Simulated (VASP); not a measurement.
A run of VASP 6.6.1 is set up as follows.

INCAR

```
SYSTEM = HfO2
  PREC = Accurate
  ENCUT = 600
  EDIFF = 1E-6
  ISMEAR = 1
  SIGMA = 0.05
  LREAL = .False.
  LASPH = .True.
  NELM = 120
  ALGO = Normal
  ISIF = 2
  LWAVE = .False.
  LCHARG = .False.
  GGA = PE
  NBANDS = 31
  GGA_COMPAT = .False.
```

File KPOINTS:

```
regular mesh
0
Gamma
  6 6 4
  0 0 0
```

The input POSCAR:

```
HfO2
1.0
    3.6043047840      0.0000000000      0.0000000000
    0.0000000000      3.6043047840      0.0000000000
    0.0000000000      0.0000000000      5.2639672632
Hf O
2 4
Direct
    0.5000000000      0.5000000000      0.5000000000
    0.0000000000      0.0000000000      0.0000000000
    0.0386577331      0.5000000000      0.7081934706
    0.5000000000      0.0000000000      0.8067479052
    0.5000000000      0.0000000000      0.3067479052
    0.0000000000      0.5000000000      0.1932520948
```

Potentials or basis: VASP PAW PBE potentials, release 64 (Hf_pv, O).

Launch:

```bash
$ cat potpaw_PBE.64/Hf_pv/POTCAR potpaw_PBE.64/O/POTCAR > POTCAR
$ mpirun -np 1 vasp_std > vasp.out
```

Q: Estimate the pressure.

A: -3.0 GPa.

Q: What does it give for the largest force?

A: 2.218 eV/Å.

Q: Predict the band gap on the k mesh.

A: 4.56 eV (least direct gap 4.62 eV).

Stress tensor (GPa, compression positive):
```
-3.27  0.00 -2.40
 0.00 -1.99  0.00
-2.40  0.00 -3.76
```

Caveat: the cell stands under tension; spin-orbit coupling is left out, which moves the levels of the heavy elements; forces of over 1 eV/Å act on the atoms, so gaps and moduli don't describe the material at rest. A k mesh can miss the band edges.
